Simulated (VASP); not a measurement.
# Se (Pm-3m) in VASP: further runs

Aim: see how the results for Se move with the level of theory and the settings. Levels: PBEsol+D3(BJ), LDA, PBEsol. Tasks: relaxation of cell and atoms.

All numbers are computed with VASP 6.6.1; they aren't measurements. Logs are shortened: lines on timing, memory, paths and dates and some standing lists are left out, and cuts for length are marked.

## 1. The cell of the first run

Symmetry: Pm-3m, No. 221, cubic system. Conventional cell: a = 2.811 Å, b = 2.811 Å, c = 2.811 Å, α = 90.00°, β = 90.00°, γ = 90.00°. Se (site symmetry m-3m) has 6 Se at 2.81 Å within 3.7 Å.

## 2. Relaxation of cell and atoms, PBEsol+D3(BJ)

Contents of INCAR:

```
ALGO = Normal
EDIFF = 1E-6
EDIFFG = -0.03
ENCUT = 600
GGA = PS
IBRION = 2
ISIF = 3
ISMEAR = 1
IVDW = 12
LASPH = True
LCHARG = False
LREAL = False
LWAVE = False
NELM = 60
NSW = 80
PREC = Accurate
SIGMA = 0.1
```

Contents of KPOINTS:

```
k-points
0
Gamma
  12 12 12
```

Contents of POSCAR:

```
Se
1.0
    2.8105630000      0.0000000000      0.0000000000
    0.0000000000      2.8105630000      0.0000000000
    0.0000000000      0.0000000000      2.8105630000
Se
1
Direct
    0.0000000000      0.0000000000      0.0000000000
```

Potentials or basis: VASP PAW PBE potentials, release 64 (Se).

On the command line:

```
> cat potpaw_PBE.64/Se/POTCAR > POTCAR
> mpirun -np 1 vasp_std > vasp.out
```

OUTCAR:

```text
EDIFF = 1E-6
   EDIFFG = -0.03
   ENCUT = 600
   GGA = PS
   IBRION = 2
   ISIF = 3
   ISMEAR = 1
   IVDW = 12
   LASPH = True
   LREAL = False
   NELM = 60
   NSW = 80
   PREC = Accurate
 IVDW          = 12

 ion  position               nearest neighbor table
   1  0.000  0.000  0.000-

  LATTYP: Found a simple cubic cell.
 ALAT       =     2.8105630000

  Lattice vectors:

 A1 = (   2.8105630000,   0.0000000000,   0.0000000000)
 A2 = (   0.0000000000,   2.8105630000,   0.0000000000)
 A3 = (   0.0000000000,   0.0000000000,   2.8105630000)

Analysis of symmetry for initial positions (statically):
=====================================================================
 Subroutine PRICEL returns:
 Original cell was already a primitive cell.

 Routine SETGRP: Setting up the symmetry group for a
 simple cubic supercell.

 Subroutine GETGRP returns: Found 48 space group operations
 (whereof 48 operations were pure point group operations)
 out of a pool of 48 trial point group operations.

The static configuration has the point symmetry O_h .

Analysis of symmetry for dynamics (positions and initial velocities):
=====================================================================
 Subroutine PRICEL returns:
 Original cell was already a primitive cell.

 Routine SETGRP: Setting up the symmetry group for a
 simple cubic supercell.

 Subroutine GETGRP returns: Found 48 space group operations
 (whereof 48 operations were pure point group operations)
 out of a pool of 48 trial point group operations.

The dynamic configuration has the point symmetry O_h .

 Subroutine INISYM returns: Found 48 space group operations
 (whereof 48 operations are pure point group operations),
 and found     1 'primitive' translations

----------------------------------------------------------------------------------------

                                     Primitive cell

  volume of cell :      22.2014

  direct lattice vectors                    reciprocal lattice vectors
     2.810563000  0.000000000  0.000000000     0.355800599  0.000000000  0.000000000
     0.000000000  2.810563000  0.000000000     0.000000000  0.355800599  0.000000000
     0.000000000  0.000000000  2.810563000     0.000000000  0.000000000  0.355800599

  length of vectors
     2.810563000  2.810563000  2.810563000     0.355800599  0.355800599  0.355800599

  position of ions in fractional coordinates (direct lattice)
     0.000000000  0.000000000  0.000000000

  ion indices of the primitive-cell ions
   primitive index   ion index
[... 58 lines left out ...]
   dimension x,y,z NGX =    24 NGY =   24 NGZ =   24
   dimension x,y,z NGXF=    48 NGYF=   48 NGZF=   48
   ions per type =               1
   NGX,Y,Z   is equivalent  to a cutoff of  14.20, 14.20, 14.20 a.u.
   NGXF,Y,Z  is equivalent  to a cutoff of  28.39, 28.39, 28.39 a.u.
 SYSTEM =  unknown system
   PREC   = accura    normal or accurate (medium, high low for compatibility)
   ISTART =      0    job   : 0-new  1-cont  2-samecut
   ICHARG =      2    charge: 1-file 2-atom 10-const
   ISPIN  =      1    spin polarized calculation?
   LNONCOLLINEAR =      F non collinear calculations
   LSORBIT =      F    spin-orbit coupling
   LASPH  =      T    aspherical Exc in radial PAW
   ENCUT  =  600.0 eV  44.10 Ry    6.64 a.u.   5.61  5.61  5.61*2*pi/ulx,y,z
   NELM   =     60;   NELMIN=  2; NELMDL= -5     # of ELM steps
   EDIFF  = 0.1E-05   stopping-criterion for ELM
   LREAL  =      F    real-space projection
   EDIFFG = -.3E-01   stopping-criterion for IOM
   NSW    =     80    number of steps for IOM
   IBRION =      2    ionic relax: 0-MD 1-quasi-New 2-CG
   NFREE  =      1    steps in history (QN), initial steepest desc. (CG)
   ISIF   =      3    stress and relaxation
   ISYM   =      2    0-nonsym 1-usesym 2-fastsym
   POTIM  = 0.5000    time-step for ionic-motion
   TEBEG  =    0.0;   TEEND  =   0.0 temperature during run
   PSTRESS=    0.0 pullay stress
   NELECT =       6.0000    total number of electrons
   NUPDOWN=      -1.0000    fix difference up-down
   EMIN   =  10.00;   EMAX   =-10.00  energy-range for DOS
   EFERMI =   0.00;   METHOD = LEGACY
   ISMEAR =     1;   SIGMA  =   0.10  broadening in eV -4-tet -1-fermi 0-gaus
   EFERMI_NEDOS =   21; number of points for ismear=-14 and -15
   IALGO  =     38    algorithm
   IMIX   =      4    mixing-type and parameters
     AMIX     =   0.40;   BMIX     =  1.00
     AMIX_MAG =   1.60;   BMIX_MAG =  1.00
  volume/ion in A,a.u.               =      22.20       149.82
  Fermi-wavevector in a.u.,A,eV,Ry     =   1.058438  2.000157 15.242473  1.120290
  Thomas-Fermi vector in A             =   2.193747
   LORBIT       =      0    0 simple, 1 ext, 2 COOP (PROOUT), +10 PAW based schemes
   GGA     = PS    functional components
   LHFCALC =     F    Hartree Fock is set to
   AEXX    =    0.0000 exact exchange contribution
   IVDW    =    12    specifies the selected vdW correction
   LEPSILON=     F    determine dielectric tensor
   LRPA    =     F    only Hartree local field effects (RPA)
 conjugate gradient relaxation of ions
 non-spin polarized calculation
 Methfessel and Paxton  Order N= 1 SIGMA  =   0.10
  energy-cutoff  :      600.00
  volume of cell :       22.20
 maximum number of plane-waves:       768
 NGX is ok and might be reduce to    24
   NGX = 11   NGY = 11   NGZ = 11

--------------------------------------- Ionic step        1  -------------------------------------------

 number of electron       5.9999999 magnetization

 Free energy of the ion-electron system (eV)
  ---------------------------------------------------
  ext. energy  EPLUGINS =         0.00000000
  ---------------------------------------------------
  free energy    TOTEN  =        -3.75167809 eV

  energy without entropy =       -3.75108125  energy(sigma->0) =       -3.75147915

 E-fermi :   4.8117     XC(G=0): -10.1613

 val. band max:        4.8003269686   @ k =   0.3333   0.1667   0.1667
 cond. band min:       4.8538084407   @ k =   0.4167   0.1667   0.0833
 fundamental gap:      0.0534814721
 Fermi energy:         4.8117218053

 k-point     1 :       0.0000    0.0000    0.0000
  band No.  band energies     occupation
      1     -11.4156      2.00000
      2       6.2115     -0.00000
      3       6.2115     -0.00000
      4       6.2115     -0.00000
      5      12.4966      0.00000
      6      12.4966      0.00000
      7      12.5395      0.00000
[... 307 lines left out ...]
--------------------------------------- Ionic step        3  -------------------------------------------

 number of electron       6.0000001 magnetization

 Free energy of the ion-electron system (eV)
  ---------------------------------------------------
  ext. energy  EPLUGINS =         0.00000000
  ---------------------------------------------------
  free energy    TOTEN  =        -3.74916511 eV

  energy without entropy =       -3.74842963  energy(sigma->0) =       -3.74891995

 E-fermi :   5.5132     XC(G=0): -10.4020

 val. band max:        5.4665042360   @ k =   0.5000   0.5000   0.2500
 cond. band min:       5.5212422890   @ k =   0.3333   0.1667   0.1667
 fundamental gap:      0.0547380530
 Fermi energy:         5.5132041013

 k-point     1 :       0.0000    0.0000    0.0000
  band No.  band energies     occupation
      1     -11.2428      2.00000
      2       6.9790     -0.00000
      3       6.9790     -0.00000
      4       6.9790     -0.00000
      5      13.0799      0.00000
      6      13.0799      0.00000
      7      13.5299      0.00000
[... 262 lines left out ...]
  FREE ENERGIE OF THE ION-ELECTRON SYSTEM (eV)
  ---------------------------------------------------
  free  energy   TOTEN  =        -4.1065210243 eV

  energy  without entropy=       -4.1057855465  energy(sigma->0) =       -4.10627587

 reached required accuracy - stopping structural energy minimisation
```

Run time: 7.4 s. Hardware: 1 thread of Intel Xeon 6975P-C (Granite Rapids), shared host; peak memory 0.16 GiB.

Results:

* Free energy: -4.1065 eV
* Relaxed volume: 21.03 Å³/atom
* Relaxed cell: a = 2.760 Å, b = 2.760 Å, c = 2.760 Å, α = 90.00°, β = 90.00°, γ = 90.00°
* Space group after relaxing (to 0.05 Å): Pm-3m (No. 221)
* Energy gained by relaxing: 16.5 meV/atom
* Ionic steps: 3
* Pressure after relaxing: 0.0 GPa
* Band gap on the k mesh: zero (band 3 reaches 8.59 eV, above the bottom of band 4 at 1.87 eV)
* Dispersion energy per atom: -0.357 eV

Step by step:
| step | energy change (eV) | largest force (eV/Å) | pressure (GPa) | volume (Å³) |
| --- | --- | --- | --- | --- |
| 1 | 0.0000 | 0.0000 | -4.29 | 22.20 |
| 2 | -0.0101 | 0.0000 | 3.16 | 20.35 |
| 3 | -0.0165 | 0.0000 | 0.00 | 21.03 |

Final structure:
```
Se
1.0
     2.76014    0.00000    0.00000
     0.00000    2.76014    0.00000
     0.00000    0.00000    2.76014
Se
1
Direct
  0.00000 0.00000 0.00000
```

Caveat: the PAW data sets were made with another functional, which shifts forces and pressure a little; pairwise dispersion overbinds metals, which lowers pressure and volume.

## 3. Relaxation of cell and atoms, LDA

INCAR, as its differences from that of step 2:

```diff
@@ -4,3 +4,2 @@
 ENCUT = 600
-GGA = PS
 IBRION = 2
@@ -8,3 +7,2 @@
 ISMEAR = 1
-IVDW = 12
 LASPH = True
```

KPOINTS is that of step 2.

POSCAR is that of step 2.

Potentials or basis: VASP PAW LDA potentials, release 64 (Se).

On the command line:

```
> cat potpaw_LDA.64/Se/POTCAR > POTCAR
> mpirun -np 1 vasp_std > vasp.out
```

Run time: 6 s. Hardware: 1 thread of Intel Xeon 6975P-C (Granite Rapids), shared host; peak memory 0.14 GiB.

The run converged. Its results:

```yaml
Free_energy: -4.0777 eV
Relaxed_volume: 21.32 Å³/atom
Relaxed_cell: a = 2.773 Å, b = 2.773 Å, c = 2.773 Å, α = 90.00°, β = 90.00°, γ = 90.00°
Space_group_after_relaxing_to_0.05_Å: Pm-3m (No. 221)
Energy_gained_by_relaxing: 9.3 meV/atom
Ionic_steps: 3
Pressure_after_relaxing: 0.0 GPa
Band_gap_on_the_k_mesh: zero (band 3 reaches 8.49 eV, above the bottom of band 4 at 1.93 eV)
```

The path:
| step | energy change (eV) | largest force (eV/Å) | pressure (GPa) | volume (Å³) |
| --- | --- | --- | --- | --- |
| 1 | 0.0000 | 0.0000 | -3.27 | 22.20 |
| 2 | -0.0055 | 0.0000 | 2.35 | 20.78 |
| 3 | -0.0093 | 0.0000 | -0.01 | 21.32 |

Final structure:
```
Se
1.0
     2.77271    0.00000    0.00000
     0.00000    2.77271    0.00000
     0.00000    0.00000    2.77271
Se
1
Direct
  0.00000 0.00000 0.00000
```

Levels at points of the mesh, in eV from the Fermi level:
| k point | band 1 | band 2 | band 3 | band 4 | band 5 | band 6 | band 7 |
| --- | --- | --- | --- | --- | --- | --- | --- |
| (0.00, 0.00, 0.00) | -16.60 | 1.44 | 1.44 | 1.44 | 7.67 | 7.67 | 7.93 |
| (0.50, 0.00, 0.00) | -14.32 | -7.51 | 3.00 | 3.00 | 9.98 | 11.87 | 12.54 |
| (0.50, 0.50, 0.00) | -12.04 | -5.41 | -5.41 | 2.47 | 4.41 | 13.78 | 15.99 |
| (0.50, 0.50, 0.50) | -9.70 | -3.56 | -3.56 | -3.56 | 5.57 | 5.57 | 5.57 |

## 4. Relaxation of cell and atoms, PBEsol

Contents of INCAR:

```
ALGO = Normal
EDIFF = 1E-6
EDIFFG = -0.03
ENCUT = 600
GGA = PS
IBRION = 2
ISIF = 3
ISMEAR = 1
LASPH = T
LCHARG = F
LREAL = F
LWAVE = F
NELM = 60
NSW = 80
PREC = Accurate
SIGMA = 0.1
```

KPOINTS is that of step 3.

POSCAR is that of step 3.

Potentials or basis: VASP PAW PBE potentials, release 64 (Se).

On the command line:

```
> cat potpaw_PBE.64/Se/POTCAR > POTCAR
> mpirun -np 1 vasp_std > vasp.out
```

Run time: 7.3 s. Hardware: 1 thread of Intel Xeon 6975P-C (Granite Rapids), shared host; peak memory 0.15 GiB.

Results (log left out):

- Free energy: -3.7547 eV
- Relaxed volume: 21.69 Å³/atom
- Relaxed cell: a = 2.789 Å, b = 2.789 Å, c = 2.789 Å, α = 90.00°, β = 90.00°, γ = 90.00°
- Space group after relaxing (to 0.05 Å): Pm-3m (No. 221)
- Energy gained by relaxing: 3.0 meV/atom
- Ionic steps: 3
- Pressure after relaxing: 0.0 GPa
- Band gap on the k mesh: zero (band 3 reaches 8.07 eV, above the bottom of band 4 at 1.60 eV)

The path:
| step | energy change (eV) | largest force (eV/Å) | pressure (GPa) | volume (Å³) |
| --- | --- | --- | --- | --- |
| 1 | 0.0000 | 0.0000 | -1.83 | 22.20 |
| 2 | -0.0020 | 0.0000 | 1.16 | 21.40 |
| 3 | -0.0030 | 0.0000 | 0.00 | 21.69 |

Final structure:
```
Se
1.0
     2.78875    0.00000    0.00000
     0.00000    2.78875    0.00000
     0.00000    0.00000    2.78875
Se
1
Cartesian
  0.0000 0.0000 0.0000
```

Levels at points of the mesh, in eV from the Fermi level:
```csv
k point,band 1,band 2,band 3,band 4,band 5,band 6,band 7
"(0.00, 0.00, 0.00)",-16.45,1.43,1.43,1.43,7.64,7.64,7.85
"(0.50, 0.00, 0.00)",-14.22,-7.38,2.96,2.96,9.91,11.73,12.47
"(0.50, 0.50, 0.00)",-12.00,-5.32,-5.32,2.53,4.34,13.62,15.88
"(0.50, 0.50, 0.50)",-9.72,-3.51,-3.51,-3.51,5.58,5.58,5.58
```

Caveat: the PAW data sets were made with another functional, which shifts forces and pressure a little.

## 5. The runs side by side

```csv
level,potentials or basis,gap on the mesh (eV),pressure (GPa),relaxed volume (Å³/atom)
PBEsol+D3(BJ),"VASP PAW PBE potentials, release 64 (Se)",none,0.0,21.03
LDA,"VASP PAW LDA potentials, release 64 (Se)",none,0.0,21.32
PBEsol,"VASP PAW PBE potentials, release 64 (Se)",none,0.0,21.69
```

Alike in all rows: task relaxation of cell and atoms; no spin polarisation; cell relaxed; k mesh 12 × 12 × 12; cutoff (eV) 600; smearing methfessel-paxton 0.1 eV.

Caveats: the PAW data sets were made with another functional, which shifts forces and pressure a little (some runs); pairwise dispersion overbinds metals, which lowers pressure and volume (some runs).

Total energies depend on the potentials used, so only differences within one code and one set of settings carry meaning.
